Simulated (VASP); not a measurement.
# B (Pm-3m) in VASP: settings compared

Aim: see how the results for B move with the level of theory and the settings. Levels: r2SCAN, r2SCAN0. Tasks: single point.

Program: VASP 6.6.1. These are calculated values, not measurements. Logs are shortened: lines on timing, memory, paths and dates and some standing lists are left out, and cuts for length are marked.

### 1 The cell of the first run

It takes space group Pm-3m (No. 221, cubic). The conventional cell has a = 1.884 Å, b = 1.884 Å, c = 1.884 Å, α = 90.00°, β = 90.00°, γ = 90.00°. B (site symmetry m-3m) has 6 B at 1.88 Å within 2.5 Å.

### 2 Single point, r2SCAN

Contents of POSCAR:

```
B
1.0
    1.8844875099      0.0000000000      0.0000000000
    0.0000000000      1.8844875099      0.0000000000
    0.0000000000      0.0000000000      1.8844875099
B
1
Direct
    0.0000000000      0.0000000000      0.0000000000
```

Contents of INCAR.step1:

```
SYSTEM = B
PREC = Accurate
ENCUT = 520
ISMEAR = -1
SIGMA = 0.1
LREAL = .FALSE.
LASPH = .TRUE.
NELM = 80
NBANDS = 8
GGA = PE
ALGO = Normal
EDIFF = 1E-4
LWAVE = .TRUE.
LCHARG = .FALSE.
```

Contents of INCAR.step2:

```
SYSTEM = B
PREC = Accurate
ENCUT = 520
EDIFF = 1E-7
ISMEAR = -1
SIGMA = 0.1
LREAL = .FALSE.
LASPH = .TRUE.
NELM = 80
ALGO = Normal
ISIF = 2
LWAVE = .FALSE.
LCHARG = .FALSE.
METAGGA = R2SCAN
LMIXTAU = .TRUE.
NBANDS = 8
ISTART = 1
```

Contents of KPOINTS:

```
regular mesh
0
G
  8 8 8
  0 0 0
```

Potentials or basis: VASP PAW PBE potentials, release 64 (B).

Command:

```sh
$ cat potpaw_PBE.64/B/POTCAR > POTCAR
$ cp INCAR.step1 INCAR
$ mpirun -np 1 vasp_std > vasp.out
$ cp INCAR.step2 INCAR
$ mpirun -np 1 vasp_std > vasp.out
```

OUTCAR:

```text
SYSTEM = B
   PREC = Accurate
   ENCUT = 520
   EDIFF = 1E-7
   ISMEAR = -1
   LREAL = .FALSE.
   LASPH = .TRUE.
   NELM = 80
   ISIF = 2
   METAGGA = R2SCAN
   ISTART = 1

 ion  position               nearest neighbor table
   1  0.000  0.000  0.000-

  LATTYP: Found a simple cubic cell.
 ALAT       =     1.8844875099

  Lattice vectors:

 A1 = (   1.8844875099,   0.0000000000,   0.0000000000)
 A2 = (   0.0000000000,   1.8844875099,   0.0000000000)
 A3 = (   0.0000000000,   0.0000000000,   1.8844875099)

Analysis of symmetry for initial positions (statically):
=====================================================================
 Subroutine PRICEL returns:
 Original cell was already a primitive cell.

 Routine SETGRP: Setting up the symmetry group for a
 simple cubic supercell.

 Subroutine GETGRP returns: Found 48 space group operations
 (whereof 48 operations were pure point group operations)
 out of a pool of 48 trial point group operations.

The static configuration has the point symmetry O_h .

Analysis of symmetry for dynamics (positions and initial velocities):
=====================================================================
 Subroutine PRICEL returns:
 Original cell was already a primitive cell.

 Routine SETGRP: Setting up the symmetry group for a
 simple cubic supercell.

 Subroutine GETGRP returns: Found 48 space group operations
 (whereof 48 operations were pure point group operations)
 out of a pool of 48 trial point group operations.

The dynamic configuration has the point symmetry O_h .

 Subroutine INISYM returns: Found 48 space group operations
 (whereof 48 operations are pure point group operations),
 and found     1 'primitive' translations

----------------------------------------------------------------------------------------

                                     Primitive cell

  volume of cell :       6.6924

  direct lattice vectors                    reciprocal lattice vectors
     1.884487510  0.000000000  0.000000000     0.530648250  0.000000000  0.000000000
     0.000000000  1.884487510  0.000000000     0.000000000  0.530648250  0.000000000
     0.000000000  0.000000000  1.884487510     0.000000000  0.000000000  0.530648250

  length of vectors
     1.884487510  1.884487510  1.884487510     0.530648250  0.530648250  0.530648250

  position of ions in fractional coordinates (direct lattice)
     0.000000000  0.000000000  0.000000000

  ion indices of the primitive-cell ions
   primitive index   ion index
                 1           1

----------------------------------------------------------------------------------------

 KPOINTS: regular mesh

Automatic generation of k-mesh.
 Grid dimensions read from file:
 generate k-points for:    8    8    8

 Generating k-lattice:

  Cartesian coordinates                     Fractional coordinates (reciprocal lattice)
     0.066331031  0.000000000  0.000000000     0.125000000  0.000000000  0.000000000
     0.000000000  0.066331031  0.000000000     0.000000000  0.125000000  0.000000000
     0.000000000  0.000000000  0.066331031     0.000000000  0.000000000  0.125000000

  Length of vectors
     0.066331031  0.066331031  0.066331031

  Shift w.r.t. Gamma in fractional coordinates (k-lattice)
     0.000000000  0.000000000  0.000000000

 Subroutine IBZKPT returns following result:
 ===========================================

 Found     35 irreducible k-points:

 Following reciprocal coordinates:
            Coordinates               Weight
  0.000000  0.000000  0.000000      1.000000
  0.125000  0.000000  0.000000      6.000000
  0.250000  0.000000  0.000000      6.000000
  0.375000  0.000000  0.000000      6.000000
  0.500000  0.000000  0.000000      3.000000
  0.125000  0.125000  0.000000     12.000000
[... 16 lines left out ...]
  0.375000  0.375000  0.125000     24.000000
  0.500000  0.375000  0.125000     24.000000
 [... further k-points ...]
   k-points           NKPTS =     35   k-points in BZ     NKDIM =     35   number of bands    NBANDS=      8
   number of dos      NEDOS =    301   number of ions     NIONS =      1
   total plane-waves  NPLWV =   2744
   dimension x,y,z NGX =    14 NGY =   14 NGZ =   14
   dimension x,y,z NGXF=    28 NGYF=   28 NGZF=   28
   ions per type =               1
   NGX,Y,Z   is equivalent  to a cutoff of  12.35, 12.35, 12.35 a.u.
   NGXF,Y,Z  is equivalent  to a cutoff of  24.70, 24.70, 24.70 a.u.
 SYSTEM =  B
   PREC   = accura    normal or accurate (medium, high low for compatibility)
   ISTART =      1    job   : 0-new  1-cont  2-samecut
   ICHARG =      0    charge: 1-file 2-atom 10-const
   ISPIN  =      1    spin polarized calculation?
   LNONCOLLINEAR =      F non collinear calculations
   LSORBIT =      F    spin-orbit coupling
   LASPH  =      T    aspherical Exc in radial PAW
   ENCUT  =  520.0 eV  38.22 Ry    6.18 a.u.   3.50  3.50  3.50*2*pi/ulx,y,z
   NELM   =     80;   NELMIN=  2; NELMDL=  0     # of ELM steps
   EDIFF  = 0.1E-06   stopping-criterion for ELM
   LREAL  =      F    real-space projection
   EDIFFG = 0.1E-05   stopping-criterion for IOM
   NSW    =      0    number of steps for IOM
   IBRION =     -1    ionic relax: 0-MD 1-quasi-New 2-CG
   NFREE  =      0    steps in history (QN), initial steepest desc. (CG)
   ISIF   =      2    stress and relaxation
   ISYM   =      2    0-nonsym 1-usesym 2-fastsym
   POTIM  = 0.5000    time-step for ionic-motion
   TEBEG  =    0.0;   TEEND  =   0.0 temperature during run
   PSTRESS=    0.0 pullay stress
   NELECT =       3.0000    total number of electrons
   NUPDOWN=      -1.0000    fix difference up-down
   EMIN   =  10.00;   EMAX   =-10.00  energy-range for DOS
   EFERMI =   0.00;   METHOD = LEGACY
   ISMEAR =    -1;   SIGMA  =   0.10  broadening in eV -4-tet -1-fermi 0-gaus
   EFERMI_NEDOS =   21; number of points for ismear=-14 and -15
   IALGO  =     38    algorithm
   IMIX   =      4    mixing-type and parameters
     AMIX     =   0.40;   BMIX     =  1.00
     AMIX_MAG =   1.60;   BMIX_MAG =  1.00
  volume/ion in A,a.u.               =       6.69        45.16
  Fermi-wavevector in a.u.,A,eV,Ry     =   1.252916  2.367668 21.358408  1.569799
  Thomas-Fermi vector in A             =   2.386794
   LORBIT       =      0    0 simple, 1 ext, 2 COOP (PROOUT), +10 PAW based schemes
   METAGGA = R2SCAN    functional components
   LHFCALC =     F    Hartree Fock is set to
   AEXX    =    0.0000 exact exchange contribution
   IVDW    =     0    specifies the selected vdW correction
   LEPSILON=     F    determine dielectric tensor
   LRPA    =     F    only Hartree local field effects (RPA)
 non-spin polarized calculation
  energy-cutoff  :      520.00
  volume of cell :        6.69
 maximum number of plane-waves:       192
   NGX =  7   NGY =  7   NGZ =  7

 number of electron       3.0000000 magnetization

 Free energy of the ion-electron system (eV)
  ---------------------------------------------------
  ext. energy  EPLUGINS =         0.00000000
  ---------------------------------------------------
  free energy    TOTEN  =        -6.13169671 eV

  energy without entropy =       -6.12033801  energy(sigma->0) =       -6.12601736

 E-fermi :   6.7353     XC(G=0): -13.2928

 val. band max:        6.5224585547   @ k =   0.3750   0.2500   0.1250
 cond. band min:       6.8901453925   @ k =   0.3750   0.3750   0.1250
 fundamental gap:      0.3676868379
 Fermi energy:         6.7353046746

 k-point     1 :       0.0000    0.0000    0.0000
  band No.  band energies     occupation
      1      -9.7920      2.00000
      2      21.7332      0.00000
      3      21.7332      0.00000
      4      21.7332      0.00000
      5      32.0995      0.00000
      6      32.0995      0.00000
      7      42.7471      0.00000
      8      63.5589      0.00000

 k-point     2 :       0.1250    0.0000    0.0000
  band No.  band energies     occupation
      1      -9.2247      2.00000
      2      17.1550      0.00000
      3      22.2067      0.00000
      4      22.2067      0.00000
      5      32.7541      0.00000
      6      37.1664      0.00000
      7      42.5575      0.00000
      8      59.4879      0.00000

 k-point     3 :       0.2500    0.0000    0.0000
  band No.  band energies     occupation
      1      -7.5285      2.00000
      2      10.4631      0.00000
      3      23.5039      0.00000
      4      23.5039      0.00000
      5      34.6761      0.00000
      6      40.5994      0.00000
      7      46.2446      0.00000
      8      52.6939      0.00000

 k-point     4 :       0.3750    0.0000    0.0000
  band No.  band energies     occupation
      1      -4.7343      2.00000
      2       4.4655      2.00000
      3      25.1301      0.00000
      4      25.1301      0.00000
      5      37.6143      0.00000
      6      39.8400      0.00000
      7      47.3703      0.00000
      8      47.3703      0.00000

 k-point     5 :       0.5000    0.0000    0.0000
  band No.  band energies     occupation
      1      -1.6243      2.00000
      2       0.2701      2.00000
      3      25.9623      0.00000
      4      25.9623      0.00000
      5      39.4628      0.00000
      6      39.7986      0.00000
      7      45.2718      0.00000
      8      45.2718      0.00000
[... 177 lines left out ...]
 k-point    22 :       0.5000    0.2500    0.1250
  band No.  band energies     occupation
      1       1.3664      2.00000
      2       2.3922      2.00000
      3      17.5492      0.00000
      4      25.9128      0.00000
      5      26.5673      0.00000
      6      36.9601      0.00000
      7      47.1775      0.00000
      8      52.9665      0.00000

 k-point    23 :       0.3750    0.3750    0.1250
  band No.  band energies     occupation
      1       0.7131      2.00000
      2       6.8901      0.35063
      3      13.1785      0.00000
      4      22.2770      0.00000
      5      27.2215      0.00000
      6      40.4097      0.00000
      7      42.7557      0.00000
      8      55.4596      0.00000

 k-point    24 :       0.5000    0.3750    0.1250
  band No.  band energies     occupation
      1       3.9227      2.00000
      2       4.2663      2.00000
      3      13.4860      0.00000
      4      19.4362      0.00000
      5      27.9768      0.00000
      6      39.5880      0.00000
      7      43.2279      0.00000
      8      53.7122      0.00000

 [... further k-points ...]

------------------------ aborting loop because EDIFF is reached ----------------------------------------

  FORCE on cell =-STRESS in cart. coord.  units (eV):
  Direction    XX          YY          ZZ          XY          YZ          ZX
  --------------------------------------------------------------------------------------
  -------------------------------------------------------------------------------------
  Total        0.0643589      0.0643589      0.0643589      0.0000000      0.0000000      0.0000000
  in kB       15.4077619     15.4077619     15.4077619      0.0000000      0.0000000      0.0000000
  external PRESSURE =      15.4077619 kB  Pullay stress =       0.0000000 kB

 VOLUME and BASIS-vectors are now :
 -----------------------------------------------------------------------------
  energy-cutoff  :      520.00
  volume of cell :        6.69
      direct lattice vectors                 reciprocal lattice vectors
     1.884487510  0.000000000  0.000000000     0.530648250  0.000000000  0.000000000
     0.000000000  1.884487510  0.000000000     0.000000000  0.530648250  0.000000000
     0.000000000  0.000000000  1.884487510     0.000000000  0.000000000  0.530648250

 POSITION                                       TOTAL-FORCE (eV/Angst)
 -----------------------------------------------------------------------------------
      0.00000      0.00000      0.00000         0.000000      0.000000      0.000000
 -----------------------------------------------------------------------------------
    total drift:                                0.000000     -0.000000     -0.000000

  FREE ENERGIE OF THE ION-ELECTRON SYSTEM (eV)
  ---------------------------------------------------
  free  energy   TOTEN  =        -6.1316967147 eV

  energy  without entropy=       -6.1203380065  energy(sigma->0) =       -6.12601736
```

Wall time 5.6 s (1 thread of Intel Xeon 6975P-C, shared host); peak memory 0.1 GiB.

Results:

* Free energy: -6.1317 eV
* Pressure: 1.5 GPa

Caveat: the k points lie up to 0.42 Å⁻¹ apart; the PAW data sets were made with another functional, which shifts forces and pressure a little.

[end of part 1 of 2]
